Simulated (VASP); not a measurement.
Crystal: KI.

```
CELL_PARAMETERS angstrom
0.00000 3.96589 3.96589
3.96589 0.00000 3.96589
3.96589 3.96589 0.00000
ATOMIC_POSITIONS crystal
K 0.00000 0.00000 0.00000
I 0.25000 0.25000 0.25000
```

Base run:

```yaml
Program: VASP 6.6.1
Functional: r2SCAN
Potentials_or_basis: VASP PAW PBE potentials, release 64 (K_sv, I)
Cutoff: 520 eV
k_mesh: 6 × 6 × 6
Occupations: gaussian, width 0.01 eV
Spin: no spin polarisation
```

Its results: band gap on the k mesh 4.47 eV; pressure 0.0 GPa.

Task: The run is repeated on the same cell with these changes: functional from r2SCAN to HSE06; k mesh from 6 × 6 × 6 to 4 × 4 × 4. What comes out?

Result: Band gap on the k mesh 4.88 eV; pressure 0.1 GPa.

Several settings changed at once.

Caveats: the PAW data sets were made with another functional, which shifts forces and pressure a little; spin-orbit coupling is left out, which moves the levels of the heavy elements.

A k mesh can miss the band edges.
